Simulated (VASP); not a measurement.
# Se (P3_121) in VASP: further runs, part 3 of 3

VASP 6.6.1. The steps go on from the part before.

### Step 5. Single point, PBE+D3(BJ) (25.80 Å³/atom)

This run uses another cell than the first one, of 25.80 Å³/atom.

Contents of INCAR:

```
PREC     = Accurate       # precision mode
ENCUT    = 520            # plane-wave cutoff, eV
EDIFF    = 1E-6           # SCF threshold, eV
ISMEAR   = 0              # smearing method
SIGMA    = 0.05           # smearing width, eV
LREAL    = F              # projectors in reciprocal space
LASPH    = T              # aspherical terms in the spheres
NELM     = 80             # most SCF steps
ALGO     = Normal         # electronic algorithm
ISIF     = 2              # what is computed and relaxed
LWAVE    = F              # write WAVECAR
LCHARG   = T              # write CHGCAR
GGA      = PE             # functional
IVDW     = 12             # dispersion correction
LELF     = T              # ELF
LVHAR    = T            
NBANDS   = 16             # bands
```

Contents of KPOINTS:

```
regular mesh
0
Gamma
  12 12 8
```

Contents of POSCAR:

```
Se
1.0
    4.1950301001      0.0000000000      0.0000000000
   -2.0975150501      3.6330026364      0.0000000000
    0.0000000000      0.0000000000      5.0793424452
Se
3
Direct
    0.2473450691      0.0000000000      0.3333333333
    0.0000000000      0.2473450691      0.6666666667
    0.7526549309      0.7526549309      0.0000000000
```

Potentials or basis: VASP PAW PBE potentials, release 64 (Se).

Command:

```
cat potpaw_PBE.64/Se/POTCAR > POTCAR
mpirun -np 1 vasp_std > vasp.out
```

OUTCAR:

```text
PREC = Accurate
   ENCUT = 520
   EDIFF = 1E-6
   ISMEAR = 0
   LREAL = F
   LASPH = T
   NELM = 80
   ISIF = 2
   GGA = PE
   IVDW = 12
 IVDW          = 12

 ion  position               nearest neighbor table
   1  0.247  0.000  0.333-   3 2.47   2 2.47
   2  0.000  0.247  0.667-   3 2.47   1 2.47
   3  0.753  0.753  0.000-   1 2.47   2 2.47

  LATTYP: Found a hexagonal cell.
 ALAT       =     4.1950301001
 C/A-ratio  =     1.2108000000

  Lattice vectors:

 A1 = (   4.1950301001,   0.0000000000,   0.0000000000)
 A2 = (  -2.0975150501,   3.6330026364,   0.0000000000)
 A3 = (   0.0000000000,   0.0000000000,   5.0793424452)

Analysis of symmetry for initial positions (statically):
=====================================================================
 Subroutine PRICEL returns:
 Original cell was already a primitive cell.

 Routine SETGRP: Setting up the symmetry group for a
 hexagonal supercell.

 Subroutine GETGRP returns: Found  6 space group operations
 (whereof  2 operations were pure point group operations)
 out of a pool of 24 trial point group operations.

The static configuration has the point symmetry C_2 .
 The point group associated with its full space group is D_3 .

Analysis of symmetry for dynamics (positions and initial velocities):
=====================================================================
 Subroutine PRICEL returns:
 Original cell was already a primitive cell.

 Routine SETGRP: Setting up the symmetry group for a
 hexagonal supercell.

 Subroutine GETGRP returns: Found  6 space group operations
 (whereof  2 operations were pure point group operations)
 out of a pool of 24 trial point group operations.

The dynamic configuration has the point symmetry C_2 .
 The point group associated with its full space group is D_3 .

 Subroutine INISYM returns: Found  6 space group operations
 (whereof  2 operations are pure point group operations),
 and found     1 'primitive' translations
[... 115 lines left out ...]
   IMIX   =      4    mixing-type and parameters
     AMIX     =   0.40;   BMIX     =  1.00
     AMIX_MAG =   1.60;   BMIX_MAG =  1.00
  volume/ion in A,a.u.               =      25.80       174.13
  Fermi-wavevector in a.u.,A,eV,Ry     =   1.006691  1.902370 13.788512  1.013427
  Thomas-Fermi vector in A             =   2.139449
   LORBIT       =      0    0 simple, 1 ext, 2 COOP (PROOUT), +10 PAW based schemes
   GGA     = PE    functional components
   LHFCALC =     F    Hartree Fock is set to
   AEXX    =    0.0000 exact exchange contribution
   IVDW    =    12    specifies the selected vdW correction
   LEPSILON=     F    determine dielectric tensor
   LRPA    =     F    only Hartree local field effects (RPA)
 non-spin polarized calculation
 Gauss-broadening in eV      SIGMA  =   0.05
  energy-cutoff  :      520.00
  volume of cell :       77.41
 maximum number of plane-waves:      2103
   NGX = 15   NGY = 15   NGZ = 19

 number of electron      17.9999999 magnetization

 Free energy of the ion-electron system (eV)
  ---------------------------------------------------
  ext. energy  EPLUGINS =         0.00000000
  ---------------------------------------------------
  free energy    TOTEN  =       -10.45279314 eV

  energy without entropy =      -10.45279314  energy(sigma->0) =      -10.45279314

 E-fermi :   3.4105     XC(G=0):  -9.1876

 val. band max:        3.1849682237   @ k =   0.4167   0.1667   0.5000
 cond. band min:       3.8749097758   @ k =   0.3333   0.3333   0.5000
 fundamental gap:      0.6899415521
 Fermi energy:         3.4104745694

 k-point     1 :       0.0000    0.0000    0.0000
  band No.  band energies     occupation
      1     -12.4605      2.00000
      2      -8.5881      2.00000
      3      -8.5881      2.00000
      4      -0.4694      2.00000
      5      -0.2948      2.00000
      6      -0.2948      2.00000
[... 433 lines left out ...]
      3      -7.9268      2.00000
      4      -1.2643      2.00000
      5      -0.9843      2.00000
      6      -0.2406      2.00000
[... 8 lines left out ...]
     15      10.8177      0.00000
     16      11.6932      0.00000

 [... further k-points ...]

------------------------ aborting loop because EDIFF is reached ----------------------------------------

 Edisp (eV)   -1.00985

 E8    (eV) :    -0.4168

  FORCE on cell =-STRESS in cart. coord.  units (eV):
  Direction    XX          YY          ZZ          XY          YZ          ZX
  --------------------------------------------------------------------------------------
  -------------------------------------------------------------------------------------
  Total      -1.13048    -1.13048    -0.98801     0.00000     0.00000    -0.00000
  in kB     -23.39720   -23.39720   -20.44853     0.00000     0.00000    -0.00000
  external pressure =      -22.41 kB  Pullay stress =        0.00 kB

 VOLUME and BASIS-vectors are now :
 -----------------------------------------------------------------------------
  energy-cutoff  :      520.00
  volume of cell :       77.41
      direct lattice vectors                 reciprocal lattice vectors
     4.195030100  0.000000000  0.000000000     0.238377312  0.137627205  0.000000000
    -2.097515050  3.633002636  0.000000000     0.000000000  0.275254411  0.000000000
     0.000000000  0.000000000  5.079342445     0.000000000  0.000000000  0.196875877

 POSITION                                       TOTAL-FORCE (eV/Angst)
 -----------------------------------------------------------------------------------
      1.03762      0.00000      1.69311        -0.331852     -0.000000     -0.000000
     -0.51881      0.89861      3.38623         0.165926     -0.287392      0.000000
      1.57871      2.73440      0.00000         0.165926      0.287392     -0.000000
 -----------------------------------------------------------------------------------
    total drift:                               -0.000000     -0.000000     -0.000000

  FREE ENERGIE OF THE ION-ELECTRON SYSTEM (eV)
  ---------------------------------------------------
  free  energy   TOTEN  =       -11.4626463060 eV

  energy  without entropy=      -11.4626463060  energy(sigma->0) =      -11.46264631
```

OSZICAR:

```text
N       E                     dE             d eps       ncg     rms          rms(c)
DAV:   1     0.810932074465E+02    0.81093E+02   -0.73350E+03  4192   0.943E+02
DAV:   2    -0.539747805026E+01   -0.86491E+02   -0.82233E+02  5552   0.154E+02
DAV:   3    -0.104781617697E+02   -0.50807E+01   -0.50630E+01  5048   0.425E+01
DAV:   4    -0.105124489244E+02   -0.34287E-01   -0.34280E-01  5656   0.414E+00
DAV:   5    -0.105126688625E+02   -0.21994E-03   -0.21994E-03  5224   0.328E-01    0.643E+00
DAV:   6    -0.104674510550E+02    0.45218E-01   -0.29246E-02  5240   0.111E+00    0.396E+00
DAV:   7    -0.104532606999E+02    0.14190E-01   -0.59524E-02  5144   0.155E+00    0.178E-01
DAV:   8    -0.104526754454E+02    0.58525E-03   -0.83334E-03  4808   0.550E-01    0.940E-02
DAV:   9    -0.104527656015E+02   -0.90156E-04   -0.22821E-04  6072   0.102E-01    0.311E-02
DAV:  10    -0.104527912635E+02   -0.25662E-04   -0.42166E-05  5032   0.440E-02    0.695E-03
DAV:  11    -0.104527932441E+02   -0.19806E-05   -0.69035E-06  5896   0.158E-02    0.324E-03
DAV:  12    -0.104527931396E+02    0.10441E-06   -0.15515E-06  3816   0.791E-03
   1 F= -.11462646E+02 E0= -.11462646E+02  d E =-.219442E-12
```

stdout:

```text
POSCAR found type information on POSCAR Se
 POSCAR found :  1 types and       3 ions
 scaLAPACK will be used
 LDA part: xc-table for (Slater+PW92), standard interpolation
 POSCAR, INCAR and KPOINTS ok, starting setup
 FFT: planning ... GRIDC
 FFT: planning ... GRID_SOFT
 FFT: planning ... GRID
 WAVECAR not read
 entering main loop
```

Run time: 45 s. Hardware: 1 thread of Intel Xeon 6975P-C (Granite Rapids), shared host; peak memory 0.28 GiB.

What came out:

* Free energy: -11.4626 eV
* Pressure: -2.2 GPa
* Largest force: 0.332 eV/Å
* Band gap on the k mesh: 0.69 eV (least direct gap 0.79 eV)
* Dispersion energy per atom: -0.337 eV

Forces on the atoms (eV/Å):
```
Se  -0.332  0.000  0.000
Se   0.166 -0.287  0.000
Se   0.166  0.287  0.000
```

Stress tensor (GPa, compression positive):
```
-2.34  0.00  0.00
 0.00 -2.34  0.00
 0.00  0.00 -2.04
```

Levels at points of the mesh, in eV from the valence-band top:
```tsv
k point	band 7	band 8	band 9	band 10	band 11	band 12
(0.00, 0.00, 0.00)	-1.87	-1.87	-0.57	1.44	1.44	1.82
(0.50, 0.00, 0.00)	-3.24	-1.43	-0.97	1.47	1.67	3.97
(0.00, 0.00, 0.50)	-1.43	-1.43	-1.28	0.80	0.80	0.96
(0.50, 0.00, 0.50)	-2.29	-1.75	-0.02	1.46	2.50	2.73
```

### Step 6. The runs side by side

```tsv
cell	gap on the mesh (eV)	pressure (GPa)	largest force (eV/Å)
a = 4.215, b = 4.215, c = 4.903 Å, angles 90.0, 90.0, 120.0°, 3 atoms	0.58	-0.1	0.13
a = 4.084, b = 4.084, c = 5.359 Å, angles 90.0, 90.0, 120.0°, 3 atoms	0.24	-3.7	0.34
a = 4.309, b = 4.309, c = 4.814 Å, angles 90.0, 90.0, 120.0°, 3 atoms	0.43	-1.0	0.31
a = 4.195, b = 4.195, c = 5.079 Å, angles 90.0, 90.0, 120.0°, 3 atoms	0.69	-2.2	0.33
```

Alike in all rows: task single point; level PBE+D3(BJ); potentials or basis VASP PAW PBE potentials, release 64 (Se); no spin polarisation; k mesh 12 × 12 × 8; cutoff (eV) 520; smearing gaussian 0.05 eV.

Caveats: the cell stands under tension (at least some runs).

Absolute energies hang on the potentials; compare differences alone.
